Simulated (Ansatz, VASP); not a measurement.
## LiC3: VASP beside Ansatz

```
Li C
1.0
     4.25395    0.00000    0.00000
    -2.12697    3.68403    0.00000
     0.00000    0.00000    2.48095
Li C
2 6
Direct
  0.33333 0.66667 0.50000
  0.66667 0.33333 0.50000
  0.33333 0.33333 0.00000
  0.00000 0.66667 0.00000
  0.66667 0.00000 0.00000
  0.00000 0.33333 0.00000
  0.66667 0.66667 0.00000
  0.33333 0.00000 0.00000
```

Alike in both runs: task relaxation of cell and atoms; functional PBE; k mesh 6 × 6 × 8; occupations gaussian, width 0.1 eV; no spin polarisation.

|  | VASP | Ansatz |
| --- | --- | --- |
| version | VASP 6.6.1 | Ansatz 0.2.0 |
| potentials or method | VASP PAW PBE potentials, release 64 (Li_sv, C_h), cutoff 1300 eV | scalar-relativistic, plane waves, PAW |
| valence electrons in the cell | 30 | 30 |

```tsv
	VASP	Ansatz	Ansatz less VASP
gap on the k mesh at the Fermi level, each at its own relaxed structure (eV)	none	none	-
relaxed volume (Å³/atom)	7.37	7.49	+0.116
relaxed length of the cell vector where the two differ most in proportion (Å)	3.523	3.578	+0.0557
```

A gap of «none» marks a metal or a gap that the smearing closes.

Noted on VASP's run: the volume moved by over 15 % at a fixed basis, so the end points are rough.
